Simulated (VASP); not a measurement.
# C (Fd-3m) in VASP: single point with r2SCAN

Aim: the single point of C with r2SCAN.

Program: VASP 6.6.1. These are calculated values, not measurements. Logs are shortened: lines on timing, memory, paths and dates and some standing lists are left out, and cuts for length are marked.

## (1) The cell of the first run

It takes space group Fd-3m (No. 227, cubic). Conventional cell: a = 3.567 Å, b = 3.567 Å, c = 3.567 Å, α = 90.00°, β = 90.00°, γ = 90.00°. C (site symmetry -43m) has 4 C at 1.54 Å within 2.1 Å.

## (2) Single point, r2SCAN

POSCAR

```
C
1.0
    0.0000000000      1.7834400000      1.7834400000
    1.7834400000      0.0000000000      1.7834400000
    1.7834400000      1.7834400000      0.0000000000
C
2
Direct
    0.5000000000      0.5000000000      0.5000000000
    0.7500000000      0.7500000000      0.7500000000
```

INCAR.step1

```
  PREC = Accurate
  ENCUT = 1430
  ISMEAR = 0
  SIGMA = 0.05
  LREAL = False
  LASPH = True
  NELM = 120
  NBANDS = 11
  GGA = PE
  ALGO = Normal
  EDIFF = 1E-5
  LWAVE = True
  LCHARG = False
  GGA_COMPAT = False
```

INCAR.step2

```
  PREC = Accurate
  ENCUT = 1430
  EDIFF = 1E-6
  ISMEAR = 0
  SIGMA = 0.05
  LREAL = False
  LASPH = True
  NELM = 120
  ALGO = Normal
  ISIF = 2
  LWAVE = False
  LCHARG = False
  METAGGA = R2SCAN
  LMIXTAU = True
  NBANDS = 11
  ISTART = 1
  GGA_COMPAT = False
```

KPOINTS

```
Automatic mesh
0
Gamma
  12 12 12
```

Potentials or basis: VASP PAW PBE potentials, release 64 (C_h).

On the command line:

```
$ cat potpaw_PBE.64/C_h/POTCAR > POTCAR
$ cp INCAR.step1 INCAR
$ mpirun -np 1 vasp_std > vasp.out
$ cp INCAR.step2 INCAR
$ mpirun -np 1 vasp_std > vasp.out
```

OUTCAR:

```text
PREC = Accurate
   ENCUT = 1430
   EDIFF = 1E-6
   ISMEAR = 0
   LREAL = False
   LASPH = True
   NELM = 120
   ISIF = 2
   METAGGA = R2SCAN
   ISTART = 1

 ion  position               nearest neighbor table
   1  0.500  0.500  0.500-
   2  0.750  0.750  0.750-

  LATTYP: Found a face centered cubic cell.
 ALAT       =     3.5668800000

  Lattice vectors:

 A1 = (   0.0000000000,   1.7834400000,   1.7834400000)
 A2 = (   1.7834400000,   0.0000000000,   1.7834400000)
 A3 = (   1.7834400000,   1.7834400000,   0.0000000000)

Analysis of symmetry for initial positions (statically):
=====================================================================
 Subroutine PRICEL returns:
 Original cell was already a primitive cell.

 Routine SETGRP: Setting up the symmetry group for a
 face centered cubic supercell.

 Subroutine GETGRP returns: Found 48 space group operations
 (whereof 24 operations were pure point group operations)
 out of a pool of 48 trial point group operations.

The static configuration has the point symmetry T_d .
 The point group associated with its full space group is O_h .

Analysis of symmetry for dynamics (positions and initial velocities):
=====================================================================
 Subroutine PRICEL returns:
 Original cell was already a primitive cell.

 Routine SETGRP: Setting up the symmetry group for a
 face centered cubic supercell.

 Subroutine GETGRP returns: Found 48 space group operations
 (whereof 24 operations were pure point group operations)
 out of a pool of 48 trial point group operations.

The dynamic configuration has the point symmetry T_d .
 The point group associated with its full space group is O_h .

 Subroutine INISYM returns: Found 48 space group operations
 (whereof 24 operations are pure point group operations),
 and found     1 'primitive' translations

----------------------------------------------------------------------------------------

                                     Primitive cell

  volume of cell :      11.3450

  direct lattice vectors                    reciprocal lattice vectors
     0.000000000  1.783440000  1.783440000    -0.280357063  0.280357063  0.280357063
     1.783440000  0.000000000  1.783440000     0.280357063 -0.280357063  0.280357063
     1.783440000  1.783440000  0.000000000     0.280357063  0.280357063 -0.280357063

  length of vectors
     2.522165036  2.522165036  2.522165036     0.485592677  0.485592677  0.485592677

  position of ions in fractional coordinates (direct lattice)
     0.500000000  0.500000000  0.500000000
     0.750000000  0.750000000  0.750000000

  ion indices of the primitive-cell ions
   primitive index   ion index
                 1           1
                 2           2

----------------------------------------------------------------------------------------

 KPOINTS: Automatic mesh

Automatic generation of k-mesh.
 Grid dimensions read from file:
 generate k-points for:   12   12   12

 Generating k-lattice:

  Cartesian coordinates                     Fractional coordinates (reciprocal lattice)
    -0.023363089  0.023363089  0.023363089     0.083333333  0.000000000  0.000000000
     0.023363089 -0.023363089  0.023363089     0.000000000  0.083333333  0.000000000
     0.023363089  0.023363089 -0.023363089     0.000000000  0.000000000  0.083333333

  Length of vectors
     0.040466056  0.040466056  0.040466056

  Shift w.r.t. Gamma in fractional coordinates (k-lattice)
     0.000000000  0.000000000  0.000000000

 Subroutine IBZKPT returns following result:
 ===========================================

 Found     72 irreducible k-points:

 Following reciprocal coordinates:
            Coordinates               Weight
  0.000000  0.000000  0.000000      1.000000
  0.083333  0.000000  0.000000      8.000000
  0.166667  0.000000  0.000000      8.000000
  0.250000  0.000000  0.000000      8.000000
  0.333333  0.000000  0.000000      8.000000
  0.416667  0.000000  0.000000      8.000000
[... 16 lines left out ...]
  0.500000  0.166667  0.000000     24.000000
 -0.416667  0.166667  0.000000     24.000000
 [... further k-points ...]
   k-points           NKPTS =     72   k-points in BZ     NKDIM =     72   number of bands    NBANDS=     11
   number of dos      NEDOS =    301   number of ions     NIONS =      2
   total plane-waves  NPLWV =  32768
   dimension x,y,z NGX =    32 NGY =   32 NGZ =   32
   dimension x,y,z NGXF=    64 NGYF=   64 NGZF=   64
   ions per type =               2
   NGX,Y,Z   is equivalent  to a cutoff of  21.09, 21.09, 21.09 a.u.
   NGXF,Y,Z  is equivalent  to a cutoff of  42.18, 42.18, 42.18 a.u.
 SYSTEM =  unknown system
   PREC   = accura    normal or accurate (medium, high low for compatibility)
   ISTART =      1    job   : 0-new  1-cont  2-samecut
   ICHARG =      0    charge: 1-file 2-atom 10-const
   ISPIN  =      1    spin polarized calculation?
   LNONCOLLINEAR =      F non collinear calculations
   LSORBIT =      F    spin-orbit coupling
   LASPH  =      T    aspherical Exc in radial PAW
   ENCUT  = 1430.0 eV 105.10 Ry   10.25 a.u.   7.78  7.78  7.78*2*pi/ulx,y,z
   NELM   =    120;   NELMIN=  2; NELMDL=  0     # of ELM steps
   EDIFF  = 0.1E-05   stopping-criterion for ELM
   LREAL  =      F    real-space projection
   EDIFFG = 0.1E-04   stopping-criterion for IOM
   NSW    =      0    number of steps for IOM
   IBRION =     -1    ionic relax: 0-MD 1-quasi-New 2-CG
   NFREE  =      0    steps in history (QN), initial steepest desc. (CG)
   ISIF   =      2    stress and relaxation
   ISYM   =      2    0-nonsym 1-usesym 2-fastsym
   POTIM  = 0.5000    time-step for ionic-motion
   TEBEG  =    0.0;   TEEND  =   0.0 temperature during run
   PSTRESS=    0.0 pullay stress
   NELECT =       8.0000    total number of electrons
   NUPDOWN=      -1.0000    fix difference up-down
   EMIN   =  10.00;   EMAX   =-10.00  energy-range for DOS
   EFERMI =   0.00;   METHOD = LEGACY
   ISMEAR =     0;   SIGMA  =   0.05  broadening in eV -4-tet -1-fermi 0-gaus
   EFERMI_NEDOS =   21; number of points for ismear=-14 and -15
   IALGO  =     38    algorithm
   IMIX   =      4    mixing-type and parameters
     AMIX     =   0.40;   BMIX     =  1.00
     AMIX_MAG =   1.60;   BMIX_MAG =  1.00
  volume/ion in A,a.u.               =       5.67        38.28
  Fermi-wavevector in a.u.,A,eV,Ry     =   1.457146  2.753606 28.888893  2.123274
  Thomas-Fermi vector in A             =   2.573981
   LORBIT       =      0    0 simple, 1 ext, 2 COOP (PROOUT), +10 PAW based schemes
   METAGGA = R2SCAN    functional components
   LHFCALC =     F    Hartree Fock is set to
   AEXX    =    0.0000 exact exchange contribution
   IVDW    =     0    specifies the selected vdW correction
   LEPSILON=     F    determine dielectric tensor
   LRPA    =     F    only Hartree local field effects (RPA)
 non-spin polarized calculation
 Gauss-broadening in eV      SIGMA  =   0.05
  energy-cutoff  :     1430.00
  volume of cell :       11.35
 maximum number of plane-waves:      1411
   NGX = 15   NGY = 15   NGZ = 15

 number of electron       8.0000000 magnetization

 Free energy of the ion-electron system (eV)
  ---------------------------------------------------
  ext. energy  EPLUGINS =         0.00000000
  ---------------------------------------------------
  free energy    TOTEN  =       -19.72198261 eV

  energy without entropy =      -19.72198261  energy(sigma->0) =      -19.72198261

 E-fermi :  11.2827     XC(G=0): -14.2693

 val. band max:       10.9058262060   @ k =   0.0000   0.0000   0.0000
 cond. band min:      15.2795012041   @ k =   0.3333   0.3333   0.0000
 fundamental gap:      4.3736749981
 Fermi energy:        11.2827113580

 k-point     1 :       0.0000    0.0000    0.0000
  band No.  band energies     occupation
      1     -11.7617      2.00000
      2      10.9058      2.00000
      3      10.9058      2.00000
      4      10.9058      2.00000
      5      16.7845      0.00000
      6      16.7845      0.00000
      7      16.7845      0.00000
      8      24.7549      0.00000
      9      31.3036      0.00000
     10      38.2566      0.00000
     11      38.2566      0.00000

 k-point     2 :       0.0833    0.0000    0.0000
  band No.  band energies     occupation
      1     -11.5610      2.00000
      2       9.5960      2.00000
      3      10.5633      2.00000
      4      10.5633      2.00000
      5      17.2351      0.00000
      6      17.2351      0.00000
      7      17.5452      0.00000
      8      24.9587      0.00000
      9      31.6490      0.00000
     10      36.2287      0.00000
     11      36.2287      0.00000

 k-point     3 :       0.1667    0.0000    0.0000
  band No.  band energies     occupation
      1     -10.9614      2.00000
      2       6.9109      2.00000
      3       9.8205      2.00000
      4       9.8205      2.00000
      5      18.2128      0.00000
      6      18.2128      0.00000
      7      18.6741      0.00000
      8      25.5460      0.00000
      9      32.3698      0.00000
     10      34.5923      0.00000
     11      34.5923      0.00000

 k-point     4 :       0.2500    0.0000    0.0000
  band No.  band energies     occupation
      1      -9.9725      2.00000
      2       3.9188      2.00000
      3       9.0554      2.00000
      4       9.0554      2.00000
      5      19.1218      0.00000
      6      19.1218      0.00000
      7      19.4149      0.00000
      8      26.3639      0.00000
      9      32.8067      0.00000
     10      34.1866      0.00000
     11      34.1866      0.00000
[... 239 lines left out ...]
 k-point    22 :       0.4167    0.1667    0.0000
  band No.  band energies     occupation
      1      -7.4153      2.00000
      2       0.5664      2.00000
      3       6.3667      2.00000
      4       6.6239      2.00000
      5      17.9348      0.00000
      6      22.5281      0.00000
      7      22.5675      0.00000
      8      24.3163      0.00000
      9      33.2239      0.00000
     10      34.5926      0.00000
     11      39.5369      0.00000

 k-point    23 :       0.5000    0.1667    0.0000
  band No.  band energies     occupation
      1      -5.7955      2.00000
      2      -1.7485      2.00000
      3       5.6138      2.00000
      4       6.7146      2.00000
      5      18.3793      0.00000
      6      22.2304      0.00000
      7      22.6691      0.00000
      8      26.0565      0.00000
      9      32.2197      0.00000
     10      36.1005      0.00000
     11      38.7435      0.00000

 k-point    24 :      -0.4167    0.1667    0.0000
  band No.  band energies     occupation
      1      -5.3710      2.00000
      2      -2.2636      2.00000
      3       5.1055      2.00000
      4       7.1122      2.00000
      5      18.8387      0.00000
      6      21.7063      0.00000
      7      22.6447      0.00000
      8      27.3259      0.00000
      9      31.4537      0.00000
     10      36.1604      0.00000
     11      36.9135      0.00000

 [... further k-points ...]
[... 5 lines left out ...]
  --------------------------------------------------------------------------------------
  -------------------------------------------------------------------------------------
  Total       -0.2195868     -0.2195868     -0.2195868      0.0000000     -0.0000000     -0.0000000
  in kB      -31.0106767    -31.0106767    -31.0106767      0.0000000     -0.0000000     -0.0000000
  external PRESSURE =     -31.0106767 kB  Pullay stress =       0.0000000 kB

 VOLUME and BASIS-vectors are now :
 -----------------------------------------------------------------------------
  energy-cutoff  :     1430.00
  volume of cell :       11.35
      direct lattice vectors                 reciprocal lattice vectors
     0.000000000  1.783440000  1.783440000    -0.280357063  0.280357063  0.280357063
     1.783440000  0.000000000  1.783440000     0.280357063 -0.280357063  0.280357063
     1.783440000  1.783440000  0.000000000     0.280357063  0.280357063 -0.280357063

 POSITION                                       TOTAL-FORCE (eV/Angst)
 -----------------------------------------------------------------------------------
      1.78344      1.78344      1.78344        -0.000000     -0.000000      0.000000
      2.67516      2.67516      2.67516         0.000000      0.000000     -0.000000
 -----------------------------------------------------------------------------------
    total drift:                               -0.000000     -0.000000      0.000000

  FREE ENERGIE OF THE ION-ELECTRON SYSTEM (eV)
  ---------------------------------------------------
  free  energy   TOTEN  =       -19.7219826070 eV

  energy  without entropy=      -19.7219826070  energy(sigma->0) =      -19.72198261
```

It took 37 s on 1 thread of Intel Xeon 6975P-C (Granite Rapids), shared host; peak memory 0.19 GiB.

What came out:

* Free energy: -19.7220 eV
* Pressure: -3.1 GPa
* Band gap on the k mesh: 4.37 eV (least direct gap 5.88 eV)

Caveat: the cell stands under tension; the PAW data sets were made with another functional, which shifts forces and pressure a little.
